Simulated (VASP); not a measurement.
Input of a VASP 6.6.1 run:

File INCAR:

```
PREC = Accurate
ENCUT = 520
EDIFF = 1E-6
ISMEAR = 0
SIGMA = 0.05
LREAL = False
LASPH = True
NELM = 60
ALGO = Normal
ISIF = 2
LWAVE = False
LCHARG = False
GGA = CA
NBANDS = 21
```

File KPOINTS:

```
regular mesh
0
Gamma
  12 12 3
```

POSCAR

```
C
1.0
    0.0000000000      2.4448680940      0.0000000000
   -2.1172982845      1.2224340470      0.0115975242
    0.0587676788      0.0000000000      9.8387129799
C
6
Direct
    0.4999968218      0.0000063565      0.1692752139
    0.8333184522      0.3333630957      0.8461056316
    0.1666576370      0.6666847261      0.5076904228
    0.4999914747      1.0000170506      0.5075890452
    0.8333306595      0.3333386810      0.1691738364
    0.1666522899      0.6666954202      0.8460042540
```

Potentials or basis: VASP PAW LDA potentials, release 64 (C).

Command:

```sh
$ cat potpaw_LDA.64/C/POTCAR > POTCAR
$ mpirun -np 1 vasp_std > vasp.out
```

Question: What does it give for the pressure?

Answer: 1.0 GPa.

Question: Estimate the largest force.

Answer: 0.050 eV/Å.

Stress tensor (GPa, compression positive):
```
 1.34  0.00 -0.01
 0.00  1.34  0.00
-0.01  0.00  0.25
```

Caveat: the cell differs from its parent crystal (the distance across one plane changed).
